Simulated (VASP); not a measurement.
BN: single point with PBE

BN:

```xyz
2
Lattice="0.0000 1.5522 1.8621 1.8621 0.0000 1.8621 1.8621 1.5522 0.0000" Properties=species:S:1:pos:R:3 pbc="T T T"
B     0.0000    0.0000    0.0000
N     2.7931    2.3283    2.7931
```

This cell differs from its parent crystal: volume 5.382 Å^3 an atom, c/a of the conventional cell 0.8336.

```json
{
 "Program": "VASP 6.6.1",
 "Task": "single point",
 "Functional": "PBE",
 "Potentials or basis": "VASP PAW PBE potentials, release 64 (B, N)",
 "Cutoff": "520 eV",
 "k mesh": "12 × 12 × 12",
 "Occupations": "gaussian, width 0.05 eV",
 "Spin": "no spin polarisation"
}
```

- Pressure: 43.9 GPa
- Band gap on the k mesh: 1.70 eV, indirect (least direct gap 7.76 eV)

Stress tensor (GPa, compression positive):
```
 13.52   0.00   0.00
  0.00 104.78   0.00
  0.00   0.00  13.52
```

Levels at points of the mesh, in eV from the valence-band top:
| k point | band 1 | band 2 | band 3 | band 4 | band 5 | band 6 | band 7 | band 8 | band 9 |
| --- | --- | --- | --- | --- | --- | --- | --- | --- | --- |
| (0.00, 0.00, 0.00) | -22.28 | -1.44 | -1.44 | 0.00 | 7.76 | 9.08 | 9.08 | 10.84 | 23.29 |
| (0.50, 0.00, 0.00) | -17.47 | -12.45 | -4.34 | -1.86 | 7.55 | 9.06 | 13.88 | 15.64 | 23.36 |
| (0.50, 0.50, 0.00) | -16.80 | -11.40 | -5.23 | -5.12 | 5.04 | 10.58 | 15.87 | 18.03 | 19.55 |
| (0.50, 0.00, 0.50) | -14.52 | -8.45 | -7.92 | -7.92 | 1.70 | 5.81 | 18.44 | 18.44 | 23.81 |

Run time: 26 s on 1 thread of Intel Xeon 8259CL, on a shared host, peak memory 0.13 GiB.

 A k mesh can miss the band edges.
